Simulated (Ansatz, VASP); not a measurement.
**WS2: VASP beside Ansatz**

INCAR

```
  PREC = Accurate
  ENCUT = 520
  EDIFF = 1E-6
  ISMEAR = -1
  SIGMA = 0.05
  LREAL = False
  LASPH = True
  NELM = 80
  ALGO = Normal
  ISIF = 2
  LWAVE = False
  LCHARG = False
  GGA = PE
  NBANDS = 35
```

The input KPOINTS:

```
Automatic mesh
0
Gamma
  8 8 2
```

File POSCAR:

```
WS2
1.0
    3.1800000000      0.0000000000      0.0000000000
   -1.5900000000      2.7539607840      0.0000000000
    0.0000000000      0.0000000000     13.0000000000
W S
2 4
Direct
    0.6666666667      0.3333333333      0.7500000000
    0.3333333333      0.6666666667      0.2500000000
    0.6666666667      0.3333333333      0.3750000000
    0.3333333333      0.6666666667      0.8750000000
    0.6666666667      0.3333333333      0.1250000000
    0.3333333333      0.6666666667      0.6250000000
```

Contents of input.yaml:

```yaml
crystal:
  lattice:
    - [3.18, 0.0, 0.0]
    - [-1.59, 2.753960784, 0.0]
    - [0.0, 0.0, 13.0]
  atoms:
    - { symbol: W, position: [0.6666666667, 0.3333333333, 0.75] }
    - { symbol: W, position: [0.3333333333, 0.6666666667, 0.25] }
    - { symbol: S, position: [0.6666666667, 0.3333333333, 0.375] }
    - { symbol: S, position: [0.3333333333, 0.6666666667, 0.875] }
    - { symbol: S, position: [0.6666666667, 0.3333333333, 0.125] }
    - { symbol: S, position: [0.3333333333, 0.6666666667, 0.625] }
hamiltonian:
  xc: pbe
  pseudopotentials: { kind: paw }
kpoints:
  mp_grid: { grid: [8, 8, 2] }
scf:
  occupations: { method: fermi_dirac, width: 0.05 }
output:
  forces: true
  stress: true
  eigenvalues: true
```

Alike in both runs: task single point; functional PBE; k mesh 8 × 8 × 2; occupations fermi-dirac, width 0.05 eV; no spin polarisation.

|  | VASP | Ansatz |
| --- | --- | --- |
| version | VASP 6.6.1 | Ansatz 0.2.0 |
| potentials or method | VASP PAW PBE potentials, release 64 (W_sv, S) | Ansatz PAW |
| plane-wave cutoff (eV) | 520 | 420 |
| valence electrons in the cell | 52 | 52 |

Ansatz gave:

* gap on the k mesh at the Fermi level (eV): 1.35
* least direct gap on the mesh (eV): 2.26
* pressure (GPa): -3.9
* traceless stress, the component that is largest in VASP (GPa): -3.69
* rms of the force components (eV/Å): 0.467

Problem. Estimate VASP's values.

Solution. gap on the k mesh at the Fermi level (eV): 1.36; least direct gap on the mesh (eV): 2.27; pressure (GPa): -4.0; traceless stress, the component that is largest in VASP (GPa): -3.69; rms of the force components (eV/Å): 0.465.

Atom by atom the forces differ by 0.001 eV/Å (rms over components).

Spin-orbit coupling is off throughout.
